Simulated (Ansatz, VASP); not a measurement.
**H: VASP beside Ansatz**

Contents of INCAR:

```
ALGO = Normal
EDIFF = 1E-7
ENCUT = 520
GGA = PE
ISIF = 2
ISMEAR = -1
LASPH = True
LCHARG = False
LREAL = False
LWAVE = False
NBANDS = 8
NELM = 100
PREC = Accurate
SIGMA = 0.05
```

Contents of KPOINTS:

```
k-points
0
Gamma
  17 17 9
```

Contents of POSCAR:

```
H
1.0
    1.9450930784      0.0000000000      0.0000000000
   -0.9725465392      1.6845000186      0.0000000000
    0.0000000000      0.0000000000      1.9173264927
H
2
Direct
    0.3333333333      0.6666666667      0.2500000000
    0.6666666667      0.3333333333      0.7500000000
```

Input for Ansatz:

```yaml
crystal:
  lattice:
    - [1.9450930784, 0.0, 0.0]
    - [-0.9725465392, 1.6845000186, 0.0]
    - [0.0, 0.0, 1.9173264927]
  atoms:
    - { symbol: H, position: [0.3333333333, 0.6666666667, 0.25] }
    - { symbol: H, position: [0.6666666667, 0.3333333333, 0.75] }
kpoints:
  mp_grid: { grid: [17, 17, 9] }
scf:
  occupations: { method: fermi_dirac, width: 0.05 }
hamiltonian:
  xc: pbe
  pseudopotentials: { kind: all_electron, lapw: { basis_error: 0.0005 } }
output:
  forces: true
  stress: true
  eigenvalues: true
```

Change from the starting cell: volume scaled by 1.02.

Alike in both runs: task single point; functional PBE; k mesh 17 × 17 × 9; occupations fermi-dirac, width 0.05 eV; no spin polarisation.

|  | VASP | Ansatz |
| --- | --- | --- |
| version | VASP 6.6.1 | Ansatz 0.2.0 |
| potentials or method | VASP PAW PBE potentials, release 64 (H), cutoff 520 eV | all-electron LAPW, scalar-relativistic |

|  | VASP | Ansatz | Ansatz less VASP |
| --- | --- | --- | --- |
| pressure (GPa) | -2.3 | -2.0 | +0.37 |
| traceless stress, the component that is largest in VASP (GPa) | -0.20 | -0.22 | -0.016 |

Ansatz ran all-electron here, and VASP with PAW potentials.

The k mesh is coarse, so the values compare programs but aren't converged.
